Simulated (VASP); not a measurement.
Write the native input for VASP 6.6.1 that does the following.

```
Task                   : single point
Functional             : r2SCAN
Potentials or basis    : VASP PAW PBE potentials, release 64 (B, N)
Cutoff                 : 520 eV
k mesh                 : 12 × 12 × 12
Occupations            : gaussian, width 0.05 eV
Spin                   : no spin polarisation
Dipole correction      : no
Further INCAR settings : ALGO = Normal; EDIFF = 1e-06; NBANDS = 11
```

The system is BN.

```
CELL_PARAMETERS angstrom
0.00000 1.94920 1.94920
1.94920 0.00000 1.94920
1.94920 1.94920 0.00000
ATOMIC_POSITIONS crystal
B 0.00000 0.00000 0.00000
N 0.75000 0.75000 0.75000
```

This cell differs from its parent crystal: strain +0.080 along x and y, +0.080 along z.

These files were run (other wordings do the same):

POSCAR

```
BN
1.0
    0.0000000000      1.9491988555      1.9491988555
    1.9491988555      0.0000000000      1.9491988555
    1.9491988555      1.9491988555      0.0000000000
B N
1 1
Direct
    0.0000000000      0.0000000000      0.0000000000
    0.7500000000      0.7500000000      0.7500000000
```

INCAR.step1

```
SYSTEM = BN
  PREC = Accurate
  ENCUT = 520
  ISMEAR = 0
  SIGMA = 0.05
  LREAL = .False.
  LASPH = .True.
  NELM = 80
  NBANDS = 11
  GGA = PE
  ALGO = Normal
  EDIFF = 1E-4
  LWAVE = .True.
  LCHARG = .False.
```

INCAR.step2

```
SYSTEM = BN
  PREC = Accurate
  ENCUT = 520
  EDIFF = 1E-6
  ISMEAR = 0
  SIGMA = 0.05
  LREAL = .False.
  LASPH = .True.
  NELM = 80
  ALGO = Normal
  ISIF = 2
  LWAVE = .False.
  LCHARG = .False.
  METAGGA = R2SCAN
  LMIXTAU = .True.
  NBANDS = 11
  ISTART = 1
```

KPOINTS

```
Automatic mesh
0
Gamma
  12 12 12
  0 0 0
```

Potentials or basis: VASP PAW PBE potentials, release 64 (B, N).

The run is started by

```sh
$ cat potpaw_PBE.64/B/POTCAR potpaw_PBE.64/N/POTCAR > POTCAR
$ cp INCAR.step1 INCAR
$ mpirun -np 1 vasp_std > vasp.out
$ cp INCAR.step2 INCAR
$ mpirun -np 1 vasp_std > vasp.out
```

Results of the run:

| Quantity | Value |
| --- | --- |
| Pressure | -58.5 GPa |
| Band gap on the k mesh | 4.66 eV (least direct gap 7.43 eV) |

Caveat: the cell differs from its parent crystal (strain +0.080 along x and y, +0.080 along z); the cell stands under tension; the PAW data sets were made with another functional, which shifts forces and pressure a little.

Run time: 40 s on 1 thread of AMD EPYC 9R45 (Zen 5), on a shared host, peak memory 0.11 GiB.
